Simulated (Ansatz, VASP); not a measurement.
One calculation of Be2VP3, two programs

```
Be V P
1.0
     3.19147    0.00000    0.00000
    -1.59573    2.76389    0.00000
     0.00000    0.00000    8.75809
Be V P
2 1 3
Direct
  0.33333 0.66667 0.65007
  0.66667 0.33333 0.34993
  0.00000 0.00000 0.00000
  0.00000 0.00000 0.50000
  0.33333 0.66667 0.17920
  0.66667 0.33333 0.82080
```

Alike in both runs: task relaxation of cell and atoms; functional PBE; k mesh 12 × 12 × 4; occupations gaussian, width 0.1 eV; no spin polarisation.

|  | VASP | Ansatz |
| --- | --- | --- |
| version | VASP 6.6.1 | Ansatz 0.2.0 |
| potentials or method | VASP PAW PBE potentials, release 64 (Be, V_sv, P), cutoff 600 eV | scalar-relativistic, plane waves, PAW |
| valence electrons in the cell | 32 | 32 |

|  | VASP | Ansatz | Ansatz less VASP |
| --- | --- | --- | --- |
| gap on the k mesh at the Fermi level, each at its own relaxed structure (eV) | none | none | - |
| relaxed volume (Å³/atom) | 12.78 | 12.79 | +0.012 |
| relaxed cell length with the largest relative difference (Å) | 9.023 | 9.015 | -0.0083 |

A gap of «none» marks a metal or a gap that the smearing closes.
